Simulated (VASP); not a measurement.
# Re (P6_3/mmc) in VASP: a series of runs

Runs on Re. Level: r2SCAN. Tasks: single point.

Everything below comes from runs of VASP 6.6.1. Logs are shortened: lines on timing, memory, paths and dates and some standing lists are left out, and cuts for length are marked.

### Step 1. The cell of the first run

Symmetry: P6_3/mmc, No. 194, hexagonal system. The conventional cell has a = 2.651 Å, b = 2.651 Å, c = 4.287 Å, α = 90.00°, β = 90.00°, γ = 120.00°. Re (site symmetry -6m2) has 12 Re at 2.63 to 2.65 Å within 3.5 Å.

### Step 2. Single point, r2SCAN

Contents of POSCAR:

```
Re
1.0
    2.6505458907      0.0000000000      0.0000000000
   -1.3252729453      2.2954400752      0.0000000000
    0.0000000000      0.0000000000      4.2869449858
Re
2
Direct
    0.3333333333      0.6666666667      0.2500000000
    0.6666666667      0.3333333333      0.7500000000
```

Contents of INCAR.step1:

```
PREC = Accurate
ENCUT = 520
ISMEAR = -1
SIGMA = 0.1
LREAL = False
LASPH = True
NELM = 60
NBANDS = 14
GGA = PE
ALGO = Normal
EDIFF = 1E-4
LWAVE = True
LCHARG = False
```

Contents of INCAR.step2:

```
PREC = Accurate
ENCUT = 520
EDIFF = 1E-6
ISMEAR = -1
SIGMA = 0.1
LREAL = False
LASPH = True
NELM = 60
ALGO = Normal
ISIF = 2
LWAVE = False
LCHARG = False
METAGGA = R2SCAN
LMIXTAU = True
NBANDS = 14
ISTART = 1
```

Contents of KPOINTS:

```
regular mesh
0
Gamma
  11 11 6
```

Potentials or basis: VASP PAW PBE potentials, release 64 (Re).

The run is started by

```bash
$ cat potpaw_PBE.64/Re/POTCAR > POTCAR
$ cp INCAR.step1 INCAR
$ mpirun -np 1 vasp_std > vasp.out
$ cp INCAR.step2 INCAR
$ mpirun -np 1 vasp_std > vasp.out
```

OUTCAR:

```text
PREC = Accurate
   ENCUT = 520
   EDIFF = 1E-6
   ISMEAR = -1
   LREAL = False
   LASPH = True
   NELM = 60
   ISIF = 2
   METAGGA = R2SCAN
   ISTART = 1

 ion  position               nearest neighbor table
   1  0.333  0.667  0.250-   2 2.63   2 2.63   2 2.63   2 2.63   2 2.63   2 2.63
   2  0.667  0.333  0.750-   1 2.63   1 2.63   1 2.63   1 2.63   1 2.63   1 2.63

  LATTYP: Found a hexagonal cell.
 ALAT       =     2.6505458907
 C/A-ratio  =     1.6173819140

  Lattice vectors:

 A1 = (   2.6505458907,   0.0000000000,   0.0000000000)
 A2 = (  -1.3252729453,   2.2954400752,   0.0000000000)
 A3 = (   0.0000000000,   0.0000000000,   4.2869449858)

Analysis of symmetry for initial positions (statically):
=====================================================================
 Subroutine PRICEL returns:
 Original cell was already a primitive cell.

 Routine SETGRP: Setting up the symmetry group for a
 hexagonal supercell.

 Subroutine GETGRP returns: Found 24 space group operations
 (whereof 12 operations were pure point group operations)
 out of a pool of 24 trial point group operations.

The static configuration has the point symmetry D_3d.
 The point group associated with its full space group is D_6h.

Analysis of symmetry for dynamics (positions and initial velocities):
=====================================================================
 Subroutine PRICEL returns:
 Original cell was already a primitive cell.

 Routine SETGRP: Setting up the symmetry group for a
 hexagonal supercell.

 Subroutine GETGRP returns: Found 24 space group operations
 (whereof 12 operations were pure point group operations)
 out of a pool of 24 trial point group operations.

The dynamic configuration has the point symmetry D_3d.
 The point group associated with its full space group is D_6h.

 Subroutine INISYM returns: Found 24 space group operations
 (whereof 12 operations are pure point group operations),
 and found     1 'primitive' translations

----------------------------------------------------------------------------------------

                                     Primitive cell

  volume of cell :      26.0825

  direct lattice vectors                    reciprocal lattice vectors
     2.650545891  0.000000000  0.000000000     0.377280772  0.217823155  0.000000000
    -1.325272945  2.295440075  0.000000000     0.000000000  0.435646311  0.000000000
     0.000000000  0.000000000  4.286944986     0.000000000  0.000000000  0.233266348

  length of vectors
     2.650545891  2.650545891  4.286944986     0.435646311  0.435646311  0.233266348

  position of ions in fractional coordinates (direct lattice)
     0.333333333  0.666666667  0.250000000
     0.666666667  0.333333333  0.750000000

  ion indices of the primitive-cell ions
   primitive index   ion index
                 1           1
                 2           2

----------------------------------------------------------------------------------------

 KPOINTS: regular mesh

Automatic generation of k-mesh.
 Grid dimensions read from file:
 generate k-points for:   11   11    6

 Generating k-lattice:

  Cartesian coordinates                     Fractional coordinates (reciprocal lattice)
     0.034298252  0.019802105  0.000000000     0.090909091 -0.000000000  0.000000000
     0.000000000  0.039604210  0.000000000     0.000000000  0.090909091  0.000000000
     0.000000000  0.000000000  0.038877725     0.000000000  0.000000000  0.166666667

  Length of vectors
     0.039604210  0.039604210  0.038877725

  Shift w.r.t. Gamma in fractional coordinates (k-lattice)
     0.000000000  0.000000000  0.000000000

 Subroutine IBZKPT returns following result:
 ===========================================

 Found     64 irreducible k-points:

 Following reciprocal coordinates:
            Coordinates               Weight
  0.000000  0.000000  0.000000      1.000000
  0.090909  0.000000  0.000000      6.000000
  0.181818 -0.000000  0.000000      6.000000
  0.272727  0.000000  0.000000      6.000000
  0.363636  0.000000  0.000000      6.000000
  0.454545 -0.000000  0.000000      6.000000
[... 16 lines left out ...]
  0.090909  0.090909  0.166667     12.000000
  0.181818  0.090909  0.166667     24.000000
 [... further k-points ...]
   k-points           NKPTS =     64   k-points in BZ     NKDIM =     64   number of bands    NBANDS=     14
   number of dos      NEDOS =    301   number of ions     NIONS =      2
   total plane-waves  NPLWV =  12800
   dimension x,y,z NGX =    20 NGY =   20 NGZ =   32
   dimension x,y,z NGXF=    40 NGYF=   40 NGZF=   64
   ions per type =               2
   NGX,Y,Z   is equivalent  to a cutoff of  12.54, 12.54, 12.41 a.u.
   NGXF,Y,Z  is equivalent  to a cutoff of  25.09, 25.09, 24.82 a.u.
 SYSTEM =  unknown system
   PREC   = accura    normal or accurate (medium, high low for compatibility)
   ISTART =      1    job   : 0-new  1-cont  2-samecut
   ICHARG =      0    charge: 1-file 2-atom 10-const
   ISPIN  =      1    spin polarized calculation?
   LNONCOLLINEAR =      F non collinear calculations
   LSORBIT =      F    spin-orbit coupling
   LASPH  =      T    aspherical Exc in radial PAW
   ENCUT  =  520.0 eV  38.22 Ry    6.18 a.u.   4.93  4.93  7.97*2*pi/ulx,y,z
   NELM   =     60;   NELMIN=  2; NELMDL=  0     # of ELM steps
   EDIFF  = 0.1E-05   stopping-criterion for ELM
   LREAL  =      F    real-space projection
   EDIFFG = 0.1E-04   stopping-criterion for IOM
   NSW    =      0    number of steps for IOM
   IBRION =     -1    ionic relax: 0-MD 1-quasi-New 2-CG
   NFREE  =      0    steps in history (QN), initial steepest desc. (CG)
   ISIF   =      2    stress and relaxation
   ISYM   =      2    0-nonsym 1-usesym 2-fastsym
   POTIM  = 0.5000    time-step for ionic-motion
   TEBEG  =    0.0;   TEEND  =   0.0 temperature during run
   PSTRESS=    0.0 pullay stress
   NELECT =      14.0000    total number of electrons
   NUPDOWN=      -1.0000    fix difference up-down
   EMIN   =  10.00;   EMAX   =-10.00  energy-range for DOS
   EFERMI =   0.00;   METHOD = LEGACY
   ISMEAR =    -1;   SIGMA  =   0.10  broadening in eV -4-tet -1-fermi 0-gaus
   EFERMI_NEDOS =   21; number of points for ismear=-14 and -15
   IALGO  =     38    algorithm
   IMIX   =      4    mixing-type and parameters
     AMIX     =   0.40;   BMIX     =  1.00
     AMIX_MAG =   1.60;   BMIX_MAG =  1.00
  volume/ion in A,a.u.               =      13.04        88.01
  Fermi-wavevector in a.u.,A,eV,Ry     =   1.330458  2.514201 24.083918  1.770118
  Thomas-Fermi vector in A             =   2.459543
   LORBIT       =      0    0 simple, 1 ext, 2 COOP (PROOUT), +10 PAW based schemes
   METAGGA = R2SCAN    functional components
   LHFCALC =     F    Hartree Fock is set to
   AEXX    =    0.0000 exact exchange contribution
   IVDW    =     0    specifies the selected vdW correction
   LEPSILON=     F    determine dielectric tensor
   LRPA    =     F    only Hartree local field effects (RPA)
 non-spin polarized calculation
  energy-cutoff  :      520.00
  volume of cell :       26.08
 maximum number of plane-waves:       716
 NGX is ok and might be reduce to    20
   NGX =  9   NGY =  9   NGZ = 15

 number of electron      13.9999999 magnetization

 Free energy of the ion-electron system (eV)
  ---------------------------------------------------
  ext. energy  EPLUGINS =         0.00000000
  ---------------------------------------------------
  free energy    TOTEN  =      -104.34622373 eV

  energy without entropy =     -104.30222359  energy(sigma->0) =     -104.32422366

 E-fermi :   9.2764     XC(G=0): -15.7479

 val. band max:        9.2069073445   @ k =   0.1818  -0.0000   0.1667
 cond. band min:       9.2834725335   @ k =   0.1818   0.0909   0.0000
 fundamental gap:      0.0765651890
 Fermi energy:         9.2764499567

 k-point     1 :       0.0000    0.0000    0.0000
  band No.  band energies     occupation
      1      -1.9294      2.00000
      2       1.3481      2.00000
      3       7.2339      2.00000
      4       7.2560      2.00000
      5       7.2560      2.00000
      6       8.3008      1.99988
      7       8.3008      1.99988
      8       9.4795      0.23208
      9       9.4795      0.23208
     10      10.1438      0.00034
     11      13.3690      0.00000
     12      13.3690      0.00000
     13      21.5289      0.00000
     14      24.2043      0.00000

 k-point     2 :       0.0909    0.0000    0.0000
  band No.  band energies     occupation
      1      -1.5232      2.00000
      2       1.7250      2.00000
      3       6.4541      2.00000
      4       7.6355      2.00000
      5       7.8551      2.00000
      6       8.0581      1.99999
      7       8.5324      1.99883
      8       8.6614      1.99575
      9       9.1604      1.52286
     10       9.4707      0.25068
     11      13.5929      0.00000
     12      14.9733      0.00000
     13      21.5622      0.00000
     14      25.1319      0.00000

 k-point     3 :       0.1818   -0.0000    0.0000
  band No.  band energies     occupation
      1      -0.4220      2.00000
      2       2.5872      2.00000
      3       5.6440      2.00000
      4       6.5076      2.00000
      5       7.3160      2.00000
      6       8.4604      1.99943
      7       8.7378      1.99088
      8       8.8948      1.95692
      9       8.9230      1.94332
     10       9.7005      0.02838
     11      14.0262      0.00000
     12      17.6046      0.00000
     13      21.3552      0.00000
     14      27.2741      0.00000
[... 324 lines left out ...]
 k-point    23 :       0.0909    0.0909    0.1667
  band No.  band energies     occupation
      1      -0.4142      2.00000
      2       2.4892      2.00000
      3       5.8389      2.00000
      4       6.2523      2.00000
      5       7.2528      2.00000
      6       7.9303      2.00000
      7       8.2311      1.99994
      8       8.8995      1.95491
      9       9.8448      0.00678
     10       9.8550      0.00612
     11      13.7346      0.00000
     12      15.9273      0.00000
     13      22.8697      0.00000
     14      26.0357      0.00000

 k-point    24 :       0.1818    0.0909    0.1667
  band No.  band energies     occupation
      1       0.7899      2.00000
      2       3.3600      2.00000
      3       4.9355      2.00000
      4       5.2845      2.00000
      5       6.7956      2.00000
      6       7.6854      2.00000
      7       8.4710      1.99936
      8       9.5744      0.09676
      9      10.4687      0.00001
     10      10.9552      0.00000
     11      13.9063      0.00000
     12      17.6616      0.00000
     13      22.5997      0.00000
     14      27.5245      0.00000

 [... further k-points ...]
[... 5 lines left out ...]
  --------------------------------------------------------------------------------------
  -------------------------------------------------------------------------------------
  Total        9.9973185      9.9973185      9.9994192      0.0000000      0.0000000     -0.0000000
  in kB      614.1082242    614.1082242    614.2372648      0.0000000      0.0000000     -0.0000000
  external PRESSURE =     614.1512377 kB  Pullay stress =       0.0000000 kB

 VOLUME and BASIS-vectors are now :
 -----------------------------------------------------------------------------
  energy-cutoff  :      520.00
  volume of cell :       26.08
      direct lattice vectors                 reciprocal lattice vectors
     2.650545891  0.000000000  0.000000000     0.377280772  0.217823155  0.000000000
    -1.325272945  2.295440075  0.000000000     0.000000000  0.435646311  0.000000000
     0.000000000  0.000000000  4.286944986     0.000000000  0.000000000  0.233266348

 POSITION                                       TOTAL-FORCE (eV/Angst)
 -----------------------------------------------------------------------------------
     -0.00000      1.53029      1.07174         0.000000     -0.000000      0.000000
      1.32527      0.76515      3.21521        -0.000000      0.000000      0.000000
 -----------------------------------------------------------------------------------
    total drift:                                0.000000     -0.000000     -0.000000

  FREE ENERGIE OF THE ION-ELECTRON SYSTEM (eV)
  ---------------------------------------------------
  free  energy   TOTEN  =      -104.3462237347 eV

  energy  without entropy=     -104.3022235908  energy(sigma->0) =     -104.32422366
```

It took 35 s on 1 thread of AMD EPYC 9R45 (Zen 5), shared host; peak memory 0.12 GiB.

Results:

| Item | Value |
| --- | --- |
| Free energy | -104.3462 eV |
| Pressure | 61.4 GPa |
| Band gap on the k mesh | zero (bands 7 and 8 overlap by 3.94 eV) |

Caveat: the cell stands under pressure; the PAW data sets were made with another functional, which shifts forces and pressure a little; spin-orbit coupling is left out, which moves the levels of the heavy elements.

(Continued in part 2 of 2.)

The gap in the log of VASP goes by the Fermi energy; the results here count the filled bands.